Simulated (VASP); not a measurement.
# Au in VASP: notebook

The runs below take Au through single point, with PBE.

Program: VASP 6.6.1. These are calculated values, not measurements. Logs are shortened: lines on timing, memory, paths and dates and some standing lists are left out, and cuts for length are marked.

## 1. The cell of the first run

The cell holds a slab with vacuum, 6 atoms: a = 2.865 Å, b = 2.943 Å, c = 27.230 Å, α = 90.00°, β = 90.00°, γ = 119.13°.

## 2. Single point, PBE

Input file INCAR:

```
PREC     = Accurate       # precision mode
ENCUT    = 520            # plane-wave cutoff, eV
EDIFF    = 1E-7           # SCF threshold, eV
ISMEAR   = 0              # smearing method
SIGMA    = 0.1            # smearing width, eV
LREAL    = F              # projectors in reciprocal space
LASPH    = T              # aspherical terms in the spheres
NELM     = 60             # most SCF steps
ALGO     = Normal         # electronic algorithm
ISIF     = 2              # what is computed and relaxed
LWAVE    = F              # write WAVECAR
LCHARG   = F              # write CHGCAR
LDIPOL   = T            
IDIPOL   = 3            
DIPOL    = 0.5 0.5 0.500
GGA      = PE             # functional
ISYM     = 0            
NBANDS   = 42             # bands
```

Input file KPOINTS:

```
Automatic mesh
0
Gamma
  14 13 1
```

Input file POSCAR:

```
Au
1.0
    2.8654213430      0.0000000000      0.0000000000
   -1.4327106715      2.5703810382      0.0000000000
    0.0000000000      0.0000000000     27.2303322337
Au
6
Direct
    0.3360485559      0.6720971117      0.2754281489
    0.6639514441      0.3279028883      0.3652568893
    0.3360485559      0.6720971117      0.4550856298
    0.6639514441      0.3279028883      0.5449143702
    0.3360485559      0.6720971117      0.6347431107
    0.6639514441      0.3279028883      0.7245718511
```

Potentials or basis: VASP PAW PBE potentials, release 64 (Au).

Run with:

```sh
$ cat potpaw_PBE.64/Au/POTCAR > POTCAR
$ mpirun -np 1 vasp_std > vasp.out
```

OUTCAR:

```text
PREC = Accurate
   ENCUT = 520
   EDIFF = 1E-7
   ISMEAR = 0
   LREAL = F
   LASPH = T
   NELM = 60
   ISIF = 2
   GGA = PE
   ISYM = 0

 ion  position               nearest neighbor table
   1  0.336  0.672  0.275-   2 2.97   2 2.97   2 2.97
   2  0.664  0.328  0.365-   1 2.97   1 2.97   3 2.97   3 2.97   1 2.97   3 2.97
   3  0.336  0.672  0.455-   4 2.97   4 2.97   2 2.97   2 2.97   4 2.97   2 2.97
   4  0.664  0.328  0.545-   3 2.97   3 2.97   5 2.97   5 2.97   3 2.97   5 2.97
   5  0.336  0.672  0.635-   6 2.97   6 2.97   4 2.97   4 2.97   6 2.97   4 2.97
   6  0.664  0.328  0.725-   5 2.97   5 2.97   5 2.97

IMPORTANT INFORMATION: All symmetrisations will be switched off!
NOSYMM: (Re-)initialisation of all symmetry stuff for point group C_1.

----------------------------------------------------------------------------------------

                                     Primitive cell

  volume of cell :     200.5575

  direct lattice vectors                    reciprocal lattice vectors
     2.865421343  0.000000000  0.000000000     0.348988815  0.194523688  0.000000000
    -1.432710671  2.570381038  0.000000000     0.000000000  0.389047377  0.000000000
     0.000000000  0.000000000 27.230332234     0.000000000  0.000000000  0.036723753

  length of vectors
     2.865421343  2.942705991 27.230332234     0.399540559  0.389047377  0.036723753

  position of ions in fractional coordinates (direct lattice)
     0.336048556  0.672097112  0.275428149
     0.663951444  0.327902888  0.365256889
     0.336048556  0.672097112  0.455085630
     0.663951444  0.327902888  0.544914370
     0.336048556  0.672097112  0.634743111
     0.663951444  0.327902888  0.724571851

  ion indices of the primitive-cell ions
   primitive index   ion index
                 1           1
                 2           2
                 3           3
                 4           4
                 5           5
                 6           6

----------------------------------------------------------------------------------------

 KPOINTS: Automatic mesh

Automatic generation of k-mesh.
 Grid dimensions read from file:
 generate k-points for:   14   13    1

 Generating k-lattice:

  Cartesian coordinates                     Fractional coordinates (reciprocal lattice)
     0.024927773  0.013894549  0.000000000     0.071428571  0.000000000  0.000000000
     0.000000000  0.029926721  0.000000000     0.000000000  0.076923077  0.000000000
     0.000000000  0.000000000  0.036723753     0.000000000  0.000000000  1.000000000

  Length of vectors
[... 89 lines left out ...]
   NUPDOWN=      -1.0000    fix difference up-down
   EMIN   =  10.00;   EMAX   =-10.00  energy-range for DOS
   EFERMI =   0.00;   METHOD = LEGACY
   ISMEAR =     0;   SIGMA  =   0.10  broadening in eV -4-tet -1-fermi 0-gaus
   EFERMI_NEDOS =   21; number of points for ismear=-14 and -15
   IALGO  =     38    algorithm
   IMIX   =      4    mixing-type and parameters
     AMIX     =   0.40;   BMIX     =  1.00
     AMIX_MAG =   1.60;   BMIX_MAG =  1.00
  volume/ion in A,a.u.               =      33.43       225.57
  Fermi-wavevector in a.u.,A,eV,Ry     =   1.130255  2.135873 17.381126  1.277477
  Thomas-Fermi vector in A             =   2.266951
   LORBIT       =      0    0 simple, 1 ext, 2 COOP (PROOUT), +10 PAW based schemes
   GGA     = PE    functional components
   LHFCALC =     F    Hartree Fock is set to
   AEXX    =    0.0000 exact exchange contribution
   IVDW    =     0    specifies the selected vdW correction
   LEPSILON=     F    determine dielectric tensor
   LRPA    =     F    only Hartree local field effects (RPA)
 non-spin polarized calculation
 Gauss-broadening in eV      SIGMA  =   0.10
  energy-cutoff  :      520.00
  volume of cell :      200.56
 maximum number of plane-waves:      5493
 NGX is ok and might be reduce to    24
   NGX = 11   NGY = 11   NGZ =101

 dipolmoment           0.000000      0.000000     -0.000020 electrons x Angstroem

 number of electron      66.0000007 magnetization

 dipolmoment           0.000000      0.000000      0.000001 electrons x Angstroem

 Free energy of the ion-electron system (eV)
  ---------------------------------------------------
  ext. energy  EPLUGINS =         0.00000000
  ---------------------------------------------------
  free energy    TOTEN  =       -18.68374628 eV

  energy without entropy =      -18.67562908  energy(sigma->0) =      -18.67968768

 E-fermi :   2.2382     XC(G=0):  -7.2504

 val. band max:        2.1954494402   @ k =   0.0000   0.0000   0.0000
 cond. band min:       2.2454821927   @ k =  -0.1429   0.0769   0.0000
 fundamental gap:      0.0500327525
 Fermi energy:         2.2381969808

 k-point     1 :       0.0000    0.0000    0.0000
  band No.  band energies     occupation
      1      -6.9073      2.00000
      2      -6.3231      2.00000
      3      -5.5548      2.00000
      4      -4.9259      2.00000
      5      -4.5962      2.00000
      6      -4.5763      2.00000
[... 1069 lines left out ...]
     41       8.9042      0.00000
     42      10.4608      0.00000

 [... further k-points ...]

------------------------ aborting loop because EDIFF is reached ----------------------------------------

 vacuum level on the upper side and lower side of the slab       (xc-potential included)        -0.006        -0.006

  FORCE on cell =-STRESS in cart. coord.  units (eV):
  Direction    XX          YY          ZZ          XY          YZ          ZX
  --------------------------------------------------------------------------------------
  -------------------------------------------------------------------------------------
  Total       -2.2038835     -2.7130675      0.0852751     -0.1935553     -0.0019617     -0.0002371
  in kB      -17.6059831    -21.6736591      0.6812299     -1.5462391     -0.0156716     -0.0018943
  external PRESSURE =     -12.8661374 kB  Pullay stress =       0.0000000 kB

 VOLUME and BASIS-vectors are now :
 -----------------------------------------------------------------------------
  energy-cutoff  :      520.00
  volume of cell :      200.56
      direct lattice vectors                 reciprocal lattice vectors
     2.865421343  0.000000000  0.000000000     0.348988815  0.194523688  0.000000000
    -1.432710671  2.570381038  0.000000000     0.000000000  0.389047377  0.000000000
     0.000000000  0.000000000 27.230332234     0.000000000  0.000000000  0.036723753

 POSITION                                       TOTAL-FORCE (eV/Angst)
 -----------------------------------------------------------------------------------
      0.00000      1.72755      7.50000        -0.001386      0.000592     -0.056357
      1.43271      0.84284      9.94607         0.002049     -0.002086      0.061640
      0.00000      1.72755     12.39213         0.000882      0.003740      0.031440
      1.43271      0.84284     14.83820        -0.000881     -0.003740     -0.031441
      0.00000      1.72755     17.28427        -0.002049      0.002086     -0.061640
      1.43271      0.84284     19.73033         0.001386     -0.000592      0.056357
 -----------------------------------------------------------------------------------
    total drift:                                0.000000      0.000000     -0.000007

  FREE ENERGIE OF THE ION-ELECTRON SYSTEM (eV)
  ---------------------------------------------------
  free  energy   TOTEN  =       -18.6837462760 eV

  energy  without entropy=      -18.6756290822  energy(sigma->0) =      -18.67968768

 vacuum level on the upper side and lower side of the slab         7.400         7.400
```

stdout:

```text
POSCAR found type information on POSCAR Au
 POSCAR found :  1 types and       6 ions
 scaLAPACK will be used
 LDA part: xc-table for (Slater+PW92), standard interpolation
 -----------------------------------------------------------------------------
|                                                                             |
|           W    W    AA    RRRRR   N    N  II  N    N   GGGG   !!!           |
|           W    W   A  A   R    R  NN   N  II  NN   N  G    G  !!!           |
|           W    W  A    A  R    R  N N  N  II  N N  N  G       !!!           |
|           W WW W  AAAAAA  RRRRR   N  N N  II  N  N N  G  GGG   !            |
|           WW  WW  A    A  R   R   N   NN  II  N   NN  G    G                |
|           W    W  A    A  R    R  N    N  II  N    N   GGGG   !!!           |
|                                                                             |
|     Your reciprocal lattice and k-lattice belong to different lattice       |
|     classes:                                                                |
|                                                                             |
|        The reciprocal lattice is base centered orthorhombic,                |
|        whereas your k-lattice is simple monoclinic.                         |
|                                                                             |
|     Results are often still useful ...                                      |
|                                                                             |
 -----------------------------------------------------------------------------

 POSCAR, INCAR and KPOINTS ok, starting setup
 FFT: planning ... GRIDC
 FFT: planning ... GRID_SOFT
 FFT: planning ... GRID
 WAVECAR not read
 entering main loop
```

Wall time 15 min (1 thread of AMD EPYC 9R45 (Zen 5), shared host); peak memory 0.67 GiB.

What came out:

```yaml
Free_energy: -18.6837 eV
Largest_force: 0.062 eV/Å
Band_gap_on_the_k_mesh: zero (bands 33 and 34 overlap by 4.92 eV)
```

Forces in eV/Å, atoms in the order of the input:
```
Au  -0.001  0.001 -0.056
Au   0.002 -0.002  0.062
Au   0.001  0.004  0.031
Au  -0.001 -0.004 -0.031
Au  -0.002  0.002 -0.062
Au   0.001 -0.001  0.056
```

Caveat: spin-orbit coupling is left out, which moves the levels of the heavy elements.

## 3. Single point, PBE

Input file INCAR:

```
PREC = Accurate
ENCUT = 520
EDIFF = 1E-6
ISMEAR = 0
SIGMA = 0.1
LREAL = F
LASPH = T
NELM = 100
ALGO = Normal
ISIF = 2
LWAVE = F
LCHARG = F
LDIPOL = T
IDIPOL = 3
DIPOL = 0.5 0.5 0.500
GGA = PE
NBANDS = 42
ISYM = 0
```

KPOINTS is that of step 2.

Input file POSCAR:

```
Au
1.0
    2.8654213430      0.0000000000      0.0000000000
   -1.4327106715      2.5703810382      0.0000000000
    0.0000000000      0.0000000000     27.2303322337
Au
6
Direct
    0.3359771372      0.6719549382      0.2747363164
    0.6648703596      0.3277684975      0.3654078948
    0.3370741404      0.6732569869      0.4552417478
    0.6629258541      0.3267430129      0.5447582508
    0.3351296384      0.6722315029      0.6345921048
    0.6640228703      0.3280450616      0.7252636853
```

Potentials or basis: VASP PAW PBE potentials, release 64 (Au).

Run with:

```sh
$ cat potpaw_PBE.64/Au/POTCAR > POTCAR
$ mpirun -np 1 vasp_std > vasp.out
```

OUTCAR:

```text
PREC = Accurate
   ENCUT = 520
   EDIFF = 1E-6
   ISMEAR = 0
   LREAL = F
   LASPH = T
   NELM = 100
   ISIF = 2
   GGA = PE
   ISYM = 0

 ion  position               nearest neighbor table
   1  0.336  0.672  0.275-   2 2.99   2 2.99   2 2.99
   2  0.665  0.328  0.365-   3 2.97   3 2.97   3 2.97   1 2.99   1 2.99   1 2.99
   3  0.337  0.673  0.455-   4 2.96   4 2.96   4 2.97   2 2.97   2 2.97   2 2.97
   4  0.663  0.327  0.545-   3 2.96   3 2.96   3 2.97   5 2.97   5 2.97   5 2.97
   5  0.335  0.672  0.635-   4 2.97   4 2.97   4 2.97   6 2.99   6 2.99   6 2.99
   6  0.664  0.328  0.725-   5 2.99   5 2.99   5 2.99

IMPORTANT INFORMATION: All symmetrisations will be switched off!
NOSYMM: (Re-)initialisation of all symmetry stuff for point group C_1.

----------------------------------------------------------------------------------------

                                     Primitive cell

  volume of cell :     200.5575

  direct lattice vectors                    reciprocal lattice vectors
     2.865421343  0.000000000  0.000000000     0.348988815  0.194523688  0.000000000
    -1.432710671  2.570381038  0.000000000     0.000000000  0.389047377  0.000000000
     0.000000000  0.000000000 27.230332234     0.000000000  0.000000000  0.036723753
[... 181 lines left out ...]
      6      -4.5636      2.00000
[... 1069 lines left out ...]
     41       8.9127      0.00000
     42      10.4472      0.00000

 [... further k-points ...]

------------------------ aborting loop because EDIFF is reached ----------------------------------------

 vacuum level on the upper side and lower side of the slab       (xc-potential included)        -0.005        -0.005

  FORCE on cell =-STRESS in cart. coord.  units (eV):
  Direction    XX          YY          ZZ          XY          YZ          ZX
  --------------------------------------------------------------------------------------
  -------------------------------------------------------------------------------------
  Total       -2.3795035     -2.8943663     -0.1707043     -0.1946937     -0.0013511     -0.0013544
  in kB      -19.0089440    -23.1219863     -1.3636916     -1.5553337     -0.0107936     -0.0108199
  external PRESSURE =     -14.4982073 kB  Pullay stress =       0.0000000 kB

 VOLUME and BASIS-vectors are now :
 -----------------------------------------------------------------------------
  energy-cutoff  :      520.00
  volume of cell :      200.56
      direct lattice vectors                 reciprocal lattice vectors
     2.865421343  0.000000000  0.000000000     0.348988815  0.194523688  0.000000000
    -1.432710671  2.570381038  0.000000000     0.000000000  0.389047377  0.000000000
     0.000000000  0.000000000 27.230332234     0.000000000  0.000000000  0.036723753

 POSITION                                       TOTAL-FORCE (eV/Angst)
 -----------------------------------------------------------------------------------
     -0.00000      1.72718      7.48116        -0.000764     -0.000170      0.007356
      1.43554      0.84249      9.95018         0.001681      0.000021     -0.000233
      0.00128      1.73053     12.39638        -0.000745      0.001006      0.003507
      1.43143      0.83985     14.83395         0.000745     -0.001007     -0.003512
     -0.00283      1.72789     17.28015        -0.001681     -0.000020      0.000231
      1.43271      0.84320     19.74917         0.000764      0.000170     -0.007349
 -----------------------------------------------------------------------------------
    total drift:                                0.000000     -0.000000      0.000068

  FREE ENERGIE OF THE ION-ELECTRON SYSTEM (eV)
  ---------------------------------------------------
  free  energy   TOTEN  =       -18.6850674227 eV

  energy  without entropy=      -18.6767718941  energy(sigma->0) =      -18.68091966

 vacuum level on the upper side and lower side of the slab         7.403         7.403
```

OSZICAR:

```text
N       E                     dE             d eps       ncg     rms          rms(c)
DAV:   1     0.438498662063E+03    0.43850E+03   -0.31573E+04  7728   0.140E+03
DAV:   2    -0.412465756294E+01   -0.44262E+03   -0.41115E+03  8970   0.295E+02
DAV:   3    -0.199564909564E+02   -0.15832E+02   -0.15476E+02  8730   0.529E+01
[... 13 lines left out ...]
DAV:  17    -0.186850599647E+02   -0.36785E-05   -0.55649E-06  5816   0.211E-02    0.515E-03
DAV:  18    -0.186850629964E+02   -0.30317E-05   -0.17937E-06  5448   0.655E-03    0.275E-03
DAV:  19    -0.186850644788E+02   -0.14825E-05   -0.18404E-06  5610   0.115E-02    0.855E-04
DAV:  20    -0.186850668702E+02   -0.23914E-05   -0.34342E-07  5264   0.216E-03    0.456E-04
DAV:  21    -0.186850674227E+02   -0.55249E-06   -0.53227E-08  5090   0.118E-03
   1 F= -.18685067E+02 E0= -.18680920E+02  d E =-.829553E-02
```

stdout:

```text
POSCAR found type information on POSCAR Au
 POSCAR found :  1 types and       6 ions
 scaLAPACK will be used
 LDA part: xc-table for (Slater+PW92), standard interpolation
 -----------------------------------------------------------------------------
|                                                                             |
|           W    W    AA    RRRRR   N    N  II  N    N   GGGG   !!!           |
|           W    W   A  A   R    R  NN   N  II  NN   N  G    G  !!!           |
|           W    W  A    A  R    R  N N  N  II  N N  N  G       !!!           |
|           W WW W  AAAAAA  RRRRR   N  N N  II  N  N N  G  GGG   !            |
|           WW  WW  A    A  R   R   N   NN  II  N   NN  G    G                |
|           W    W  A    A  R    R  N    N  II  N    N   GGGG   !!!           |
|                                                                             |
|     Your reciprocal lattice and k-lattice belong to different lattice       |
|     classes:                                                                |
|                                                                             |
|        The reciprocal lattice is base centered orthorhombic,                |
|        whereas your k-lattice is simple monoclinic.                         |
|                                                                             |
|     Results are often still useful ...                                      |
|                                                                             |
 -----------------------------------------------------------------------------

 POSCAR, INCAR and KPOINTS ok, starting setup
 FFT: planning ... GRIDC
 FFT: planning ... GRID_SOFT
 FFT: planning ... GRID
 WAVECAR not read
 entering main loop
```

Run time: 23 min. Hardware: 1 thread of Intel Xeon 8259CL, shared host; peak memory 0.69 GiB.

Results:

```yaml
Free_energy: -18.6851 eV
Largest_force: 0.007 eV/Å
Band_gap_on_the_k_mesh: zero (bands 33 and 34 overlap by 4.94 eV)
```

Forces in eV/Å, atoms in the order of the input:
```
Au  -0.001  0.000  0.007
Au   0.002  0.000  0.000
Au  -0.001  0.001  0.004
Au   0.001 -0.001 -0.004
Au  -0.002  0.000  0.000
Au   0.001  0.000 -0.007
```

Caveat: spin-orbit coupling is left out, which moves the levels of the heavy elements.
